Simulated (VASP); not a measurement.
# SiC (P3m1) in VASP: notebook

The runs below take SiC through single point, with r2SCAN.

Everything below comes from runs of VASP 6.6.1. Logs are shortened: lines on timing, memory, paths and dates and some standing lists are left out, and cuts for length are marked.

## 1. The cell of the first run

Symmetry: P3m1, No. 156, trigonal system. The conventional cell has a = 3.075 Å, b = 3.075 Å, c = 5.048 Å, α = 90.00°, β = 90.00°, γ = 120.00°. Si (site symmetry 3m) has 4 C at 1.70 to 1.88 Å within 2.3 Å. Within 2.5 Å of Si (site symmetry 3m) lie 4 C at 1.90 to 1.96 Å. Within 2.3 Å of C (site symmetry 3m) lie 4 Si at 1.70 to 1.96 Å. C (site symmetry 3m) has 4 Si at 1.88 to 1.90 Å within 2.5 Å.

## 2. Single point, r2SCAN (atom 3 (C) moved by (+0.000, -0.200) A along [1 1 0] and z)

Input file POSCAR:

```
SiC
1.0
    3.0751950076      0.0000000000      0.0000000000
   -1.5375975038      2.6631969982      0.0000000000
    0.0000000000      0.0000000000      5.0481668526
Si C
2 2
Direct
    0.3333333333      0.6666666667      0.0046028828
    0.6666666667      0.3333333333      0.5046028828
    0.3333333333      0.6666666667      0.3407787754
    0.6666666667      0.3333333333      0.8803971172
```

Input file INCAR.step1:

```
SYSTEM = SiC
  ALGO = Normal
  EDIFF = 1E-4
  ENCUT = 520
  GGA = PE
  ISMEAR = 0
  LASPH = .TRUE.
  LCHARG = .FALSE.
  LREAL = .FALSE.
  LWAVE = .TRUE.
  NBANDS = 16
  NELM = 60
  PREC = Accurate
  SIGMA = 0.05
```

Input file INCAR.step2:

```
SYSTEM = SiC
  ALGO = Normal
  EDIFF = 1E-6
  ENCUT = 520
  ISIF = 2
  ISMEAR = 0
  ISTART = 1
  LASPH = .TRUE.
  LCHARG = .FALSE.
  LMIXTAU = .TRUE.
  LREAL = .FALSE.
  LWAVE = .FALSE.
  METAGGA = R2SCAN
  NBANDS = 16
  NELM = 60
  PREC = Accurate
  SIGMA = 0.05
```

Input file KPOINTS:

```
k-points
0
G
  12 12 6
  0 0 0
```

Potentials or basis: VASP PAW PBE potentials, release 64 (Si, C).

Command:

```console
$ cat potpaw_PBE.64/Si/POTCAR potpaw_PBE.64/C/POTCAR > POTCAR
$ cp INCAR.step1 INCAR
$ mpirun -np 1 vasp_std > vasp.out
$ cp INCAR.step2 INCAR
$ mpirun -np 1 vasp_std > vasp.out
```

OUTCAR:

```text
SYSTEM = SiC
   EDIFF = 1E-6
   ENCUT = 520
   ISIF = 2
   ISMEAR = 0
   ISTART = 1
   LASPH = .TRUE.
   LREAL = .FALSE.
   METAGGA = R2SCAN
   NELM = 60
   PREC = Accurate

 ion  position               nearest neighbor table
   1  0.333  0.667  0.005-   3 1.70   4 1.88   4 1.88   4 1.88   2 3.09   2 3.09   2 3.09   2 3.09
                             2 3.09   2 3.09
   2  0.667  0.333  0.505-   4 1.90   3 1.96   3 1.96   3 1.96   1 3.09   1 3.09   1 3.09   1 3.09
                             1 3.09   1 3.09
   3  0.333  0.667  0.341-   1 1.70   2 1.96   2 1.96   2 1.96
   4  0.667  0.333  0.880-   1 1.88   1 1.88   1 1.88   2 1.90

  LATTYP: Found a hexagonal cell.
 ALAT       =     3.0751950076
 C/A-ratio  =     1.6415761733

  Lattice vectors:

 A1 = (   3.0751950076,   0.0000000000,   0.0000000000)
 A2 = (  -1.5375975038,   2.6631969982,   0.0000000000)
 A3 = (   0.0000000000,   0.0000000000,   5.0481668526)

Analysis of symmetry for initial positions (statically):
=====================================================================
 Subroutine PRICEL returns:
 Original cell was already a primitive cell.

 Routine SETGRP: Setting up the symmetry group for a
 hexagonal supercell.

 Subroutine GETGRP returns: Found  6 space group operations
 (whereof  6 operations were pure point group operations)
 out of a pool of 24 trial point group operations.

The static configuration has the point symmetry C_3v.

Analysis of symmetry for dynamics (positions and initial velocities):
=====================================================================
 Subroutine PRICEL returns:
 Original cell was already a primitive cell.

 Routine SETGRP: Setting up the symmetry group for a
 hexagonal supercell.

 Subroutine GETGRP returns: Found  6 space group operations
 (whereof  6 operations were pure point group operations)
 out of a pool of 24 trial point group operations.

The dynamic configuration has the point symmetry C_3v.

 Subroutine INISYM returns: Found  6 space group operations
 (whereof  6 operations are pure point group operations),
 and found     1 'primitive' translations

----------------------------------------------------------------------------------------

                                     Primitive cell

  volume of cell :      41.3437

  direct lattice vectors                    reciprocal lattice vectors
     3.075195008  0.000000000  0.000000000     0.325182630  0.187744279  0.000000000
    -1.537597504  2.663196998  0.000000000     0.000000000  0.375488558  0.000000000
     0.000000000  0.000000000  5.048166853     0.000000000  0.000000000  0.198091709

  length of vectors
     3.075195008  3.075195008  5.048166853     0.375488558  0.375488558  0.198091709

  position of ions in fractional coordinates (direct lattice)
     0.333333333  0.666666667  0.004602883
     0.666666667  0.333333333  0.504602883
     0.333333333  0.666666667  0.340778775
     0.666666667  0.333333333  0.880397117

  ion indices of the primitive-cell ions
   primitive index   ion index
                 1           1
                 2           2
                 3           3
                 4           4

----------------------------------------------------------------------------------------

 KPOINTS: k-points

Automatic generation of k-mesh.
 Grid dimensions read from file:
 generate k-points for:   12   12    6

 Generating k-lattice:

  Cartesian coordinates                     Fractional coordinates (reciprocal lattice)
     0.027098552  0.015645357  0.000000000     0.083333333 -0.000000000  0.000000000
     0.000000000  0.031290713  0.000000000     0.000000000  0.083333333  0.000000000
     0.000000000  0.000000000  0.033015285     0.000000000  0.000000000  0.166666667

  Length of vectors
     0.031290713  0.031290713  0.033015285

  Shift w.r.t. Gamma in fractional coordinates (k-lattice)
     0.000000000  0.000000000  0.000000000

 Subroutine IBZKPT returns following result:
 ===========================================

 Found    100 irreducible k-points:

 Following reciprocal coordinates:
            Coordinates               Weight
  0.000000  0.000000  0.000000      1.000000
  0.083333  0.000000  0.000000      6.000000
  0.166667  0.000000  0.000000      6.000000
  0.250000  0.000000  0.000000      6.000000
  0.333333  0.000000  0.000000      6.000000
  0.416667  0.000000  0.000000      6.000000
[... 16 lines left out ...]
  0.166667  0.000000  0.166667      6.000000
  0.000000  0.166667  0.166667      6.000000
 [... further k-points ...]
   k-points           NKPTS =    100   k-points in BZ     NKDIM =    100   number of bands    NBANDS=     16
   number of dos      NEDOS =    301   number of ions     NIONS =      4
   total plane-waves  NPLWV =  23040
   dimension x,y,z NGX =    24 NGY =   24 NGZ =   40
   dimension x,y,z NGXF=    48 NGYF=   48 NGZF=   80
   ions per type =               2   2
   NGX,Y,Z   is equivalent  to a cutoff of  12.97, 12.97, 13.17 a.u.
   NGXF,Y,Z  is equivalent  to a cutoff of  25.95, 25.95, 26.35 a.u.
 SYSTEM =  SiC
   PREC   = accura    normal or accurate (medium, high low for compatibility)
   ISTART =      1    job   : 0-new  1-cont  2-samecut
   ICHARG =      0    charge: 1-file 2-atom 10-const
   ISPIN  =      1    spin polarized calculation?
   LNONCOLLINEAR =      F non collinear calculations
   LSORBIT =      F    spin-orbit coupling
   LASPH  =      T    aspherical Exc in radial PAW
   ENCUT  =  520.0 eV  38.22 Ry    6.18 a.u.   5.72  5.72  9.39*2*pi/ulx,y,z
   NELM   =     60;   NELMIN=  2; NELMDL=  0     # of ELM steps
   EDIFF  = 0.1E-05   stopping-criterion for ELM
   LREAL  =      F    real-space projection
   EDIFFG = 0.1E-04   stopping-criterion for IOM
   NSW    =      0    number of steps for IOM
   IBRION =     -1    ionic relax: 0-MD 1-quasi-New 2-CG
   NFREE  =      0    steps in history (QN), initial steepest desc. (CG)
   ISIF   =      2    stress and relaxation
   ISYM   =      2    0-nonsym 1-usesym 2-fastsym
   POTIM  = 0.5000    time-step for ionic-motion
   TEBEG  =    0.0;   TEEND  =   0.0 temperature during run
   PSTRESS=    0.0 pullay stress
   NELECT =      16.0000    total number of electrons
   NUPDOWN=      -1.0000    fix difference up-down
   EMIN   =  10.00;   EMAX   =-10.00  energy-range for DOS
   EFERMI =   0.00;   METHOD = LEGACY
   ISMEAR =     0;   SIGMA  =   0.05  broadening in eV -4-tet -1-fermi 0-gaus
   EFERMI_NEDOS =   21; number of points for ismear=-14 and -15
   IALGO  =     38    algorithm
   IMIX   =      4    mixing-type and parameters
     AMIX     =   0.40;   BMIX     =  1.00
     AMIX_MAG =   1.60;   BMIX_MAG =  1.00
  volume/ion in A,a.u.               =      10.34        69.75
  Fermi-wavevector in a.u.,A,eV,Ry     =   1.193012  2.254466 19.364879  1.423278
  Thomas-Fermi vector in A             =   2.329037
   LORBIT       =      0    0 simple, 1 ext, 2 COOP (PROOUT), +10 PAW based schemes
   METAGGA = R2SCAN    functional components
   LHFCALC =     F    Hartree Fock is set to
   AEXX    =    0.0000 exact exchange contribution
   IVDW    =     0    specifies the selected vdW correction
   LEPSILON=     F    determine dielectric tensor
   LRPA    =     F    only Hartree local field effects (RPA)
 non-spin polarized calculation
 Gauss-broadening in eV      SIGMA  =   0.05
  energy-cutoff  :      520.00
  volume of cell :       41.34
 maximum number of plane-waves:      1126
 NGX is ok and might be reduce to    24
   NGX = 11   NGY = 11   NGZ = 19

 number of electron      15.9999999 magnetization

 Free energy of the ion-electron system (eV)
  ---------------------------------------------------
  ext. energy  EPLUGINS =         0.00000000
  ---------------------------------------------------
  free energy    TOTEN  =       -38.01876234 eV

  energy without entropy =      -38.01876234  energy(sigma->0) =      -38.01876234

 E-fermi :   8.6837     XC(G=0): -11.9340

 val. band max:        8.4636246761   @ k =   0.0000   0.0000   0.0000
 cond. band min:      10.2539806229   @ k =   0.3333   0.3333   0.0000
 fundamental gap:      1.7903559468
 Fermi energy:         8.6837076651

 k-point     1 :       0.0000    0.0000    0.0000
  band No.  band energies     occupation
      1      -8.2390      2.00000
      2      -4.4056      2.00000
      3      -1.2274      2.00000
      4       6.8640      2.00000
      5       6.8640      2.00000
      6       7.3951      2.00000
[... 8 lines left out ...]
     15      17.9468      0.00000
     16      19.9166      0.00000

 k-point     2 :       0.0833    0.0000    0.0000
  band No.  band energies     occupation
      1      -8.1148      2.00000
      2      -4.3036      2.00000
      3      -1.1134      2.00000
      4       6.1394      2.00000
      5       6.6433      2.00000
      6       7.3096      2.00000
[... 8 lines left out ...]
     15      18.2027      0.00000
     16      19.1279      0.00000

 k-point     3 :       0.1667    0.0000    0.0000
  band No.  band energies     occupation
      1      -7.7460      2.00000
      2      -4.0093      2.00000
      3      -0.7805      2.00000
      4       4.6077      2.00000
      5       6.1430      2.00000
      6       6.6580      2.00000
[... 8 lines left out ...]
     15      18.7610      0.00000
     16      18.8693      0.00000

 k-point     4 :       0.2500    0.0000    0.0000
  band No.  band energies     occupation
      1      -7.1457      2.00000
      2      -3.5718      2.00000
      3      -0.2692      2.00000
      4       2.9476      2.00000
      5       5.2938      2.00000
      6       5.5991      2.00000
[... 8 lines left out ...]
     15      19.6364      0.00000
     16      19.8262      0.00000
[... 324 lines left out ...]
 k-point    22 :       0.0000    0.0833    0.1667
  band No.  band energies     occupation
      1      -7.9775      2.00000
      2      -4.8856      2.00000
      3      -0.3132      2.00000
      4       6.2091      2.00000
      5       6.6525      2.00000
      6       6.7203      2.00000
[... 8 lines left out ...]
     15      17.9891      0.00000
     16      19.5639      0.00000

 k-point    23 :       0.1667    0.0000    0.1667
  band No.  band energies     occupation
      1      -7.6101      2.00000
      2      -4.5677      2.00000
      3      -0.0280      2.00000
      4       4.7040      2.00000
      5       6.1612      2.00000
      6       6.2365      2.00000
[... 8 lines left out ...]
     15      18.5352      0.00000
     16      19.1099      0.00000

 k-point    24 :       0.0000    0.1667    0.1667
  band No.  band energies     occupation
      1      -7.6101      2.00000
      2      -4.5684      2.00000
      3      -0.0242      2.00000
      4       4.7375      2.00000
      5       6.0027      2.00000
      6       6.2305      2.00000
[... 8 lines left out ...]
     15      18.8192      0.00000
     16      19.2526      0.00000

 [... further k-points ...]

------------------------ aborting loop because EDIFF is reached ----------------------------------------

  FORCE on cell =-STRESS in cart. coord.  units (eV):
  Direction    XX          YY          ZZ          XY          YZ          ZX
  --------------------------------------------------------------------------------------
  -------------------------------------------------------------------------------------
  Total       -0.6293589     -0.6293589      4.0625368     -0.0000000      0.0000000      0.0000000
  in kB      -24.3892976    -24.3892976    157.4338952     -0.0000000      0.0000000      0.0000000
  external PRESSURE =      36.2184333 kB  Pullay stress =       0.0000000 kB

 VOLUME and BASIS-vectors are now :
 -----------------------------------------------------------------------------
  energy-cutoff  :      520.00
  volume of cell :       41.34
      direct lattice vectors                 reciprocal lattice vectors
     3.075195008  0.000000000  0.000000000     0.325182630  0.187744279  0.000000000
    -1.537597504  2.663196998  0.000000000     0.000000000  0.375488558  0.000000000
     0.000000000  0.000000000  5.048166853     0.000000000  0.000000000  0.198091709

 POSITION                                       TOTAL-FORCE (eV/Angst)
 -----------------------------------------------------------------------------------
     -0.00000      1.77546      0.02324        -0.000000     -0.000000     -3.512484
      1.53760      0.88773      2.54732         0.000000      0.000000     -2.071287
     -0.00000      1.77546      1.72031        -0.000000      0.000000      6.887893
      1.53760      0.88773      4.44439         0.000000      0.000000     -1.304122
 -----------------------------------------------------------------------------------
    total drift:                               -0.000000      0.000000     -0.000040

  FREE ENERGIE OF THE ION-ELECTRON SYSTEM (eV)
  ---------------------------------------------------
  free  energy   TOTEN  =       -38.0187623392 eV

  energy  without entropy=      -38.0187623392  energy(sigma->0) =      -38.01876234
```

Run time: 6.9 min. Hardware: 1 thread of AMD EPYC 7R43 (Zen 3), shared host; peak memory 0.15 GiB.

Results:

* Free energy: -38.0188 eV
* Pressure: 3.6 GPa
* Largest force: 6.888 eV/Å
* Band gap on the k mesh: 1.79 eV (least direct gap 4.15 eV)

Forces on the atoms (eV/Å):
```
Si   0.000  0.000 -3.512
Si   0.000  0.000 -2.071
C    0.000  0.000  6.888
C    0.000  0.000 -1.304
```

Stress tensor (GPa, compression positive):
```
-2.44  0.00  0.00
 0.00 -2.44  0.00
 0.00  0.00 15.74
```

Caveat: the cell differs from its parent crystal (atom 3 (C) moved by (+0.000, -0.200) A along [1 1 0] and z); the stress differs along the axes, from -2 to 16 GPa; the PAW data sets were made with another functional, which shifts forces and pressure a little.

## 3. Single point, r2SCAN (atom 3 (C) moved by (+0.000, +0.200) A along [1 1 0] and z)

POSCAR: that of step 2 with these lines changed.

```diff
@@ -10,3 +10,3 @@
     0.6666666667      0.3333333333      0.5046028828
-    0.3333333333      0.6666666667      0.3407787754
+    0.3333333333      0.6666666667      0.4200154590
     0.6666666667      0.3333333333      0.8803971172
```

Input file INCAR.step1:

```
ALGO = Normal
EDIFF = 1E-4
ENCUT = 520
GGA = PE
ISMEAR = 0
LASPH = True
LCHARG = False
LREAL = False
LWAVE = True
NBANDS = 16
NELM = 60
PREC = Accurate
SIGMA = 0.05
```

Input file INCAR.step2:

```
ALGO = Normal
EDIFF = 1E-6
ENCUT = 520
ISIF = 2
ISMEAR = 0
ISTART = 1
LASPH = True
LCHARG = False
LMIXTAU = True
LREAL = False
LWAVE = False
METAGGA = R2SCAN
NBANDS = 16
NELM = 60
PREC = Accurate
SIGMA = 0.05
```

Input file KPOINTS:

```
k-points
0
Gamma
  12 12 6
```

Potentials or basis: VASP PAW PBE potentials, release 64 (Si, C).

Command:

```console
$ cat potpaw_PBE.64/Si/POTCAR potpaw_PBE.64/C/POTCAR > POTCAR
$ cp INCAR.step1 INCAR
$ mpirun -np 1 vasp_std > vasp.out
$ cp INCAR.step2 INCAR
$ mpirun -np 1 vasp_std > vasp.out
```

It took 6.1 min on 1 thread of AMD EPYC 7R43 (Zen 3), shared host; peak memory 0.17 GiB.

The run converged. Its results:

```
Free energy            : -38.2262 eV
Pressure               : 2.4 GPa
Largest force          : 3.727 eV/Å
Band gap on the k mesh : 2.56 eV (least direct gap 4.61 eV)
```

Forces on the atoms (eV/Å):
```
Si   0.000  0.000  0.731
Si   0.000  0.000  1.651
C    0.000  0.000 -3.727
C    0.000  0.000  1.344
```

Stress tensor (GPa, compression positive):
```
 4.39  0.00  0.00
 0.00  4.39  0.00
 0.00  0.00 -1.61
```

Levels at points of the mesh, in eV from the valence-band top:
| k point | band 4 | band 5 | band 6 | band 7 | band 8 | band 9 | band 10 | band 11 | band 12 | band 13 |
| --- | --- | --- | --- | --- | --- | --- | --- | --- | --- | --- |
| (0.00, 0.00, 0.00) | -2.11 | -2.11 | -0.64 | -0.64 | 0.00 | 4.94 | 5.86 | 6.73 | 6.73 | 7.86 |
| (0.50, 0.00, 0.00) | -7.17 | -5.75 | -4.13 | -3.42 | -1.93 | 2.68 | 4.40 | 6.87 | 7.59 | 9.15 |
| (0.00, 0.00, 0.50) | -4.54 | -1.77 | -1.77 | -1.08 | -1.08 | 5.71 | 6.19 | 7.23 | 7.23 | 7.55 |
| (0.50, 0.00, 0.50) | -8.86 | -3.54 | -2.85 | -2.82 | -2.28 | 3.22 | 3.32 | 4.77 | 5.27 | 10.28 |

Caveat: the cell differs from its parent crystal (atom 3 (C) moved by (+0.000, +0.200) A along [1 1 0] and z); the stress differs along the axes, from -2 to 4 GPa; the PAW data sets were made with another functional, which shifts forces and pressure a little. A k mesh can miss the band edges.
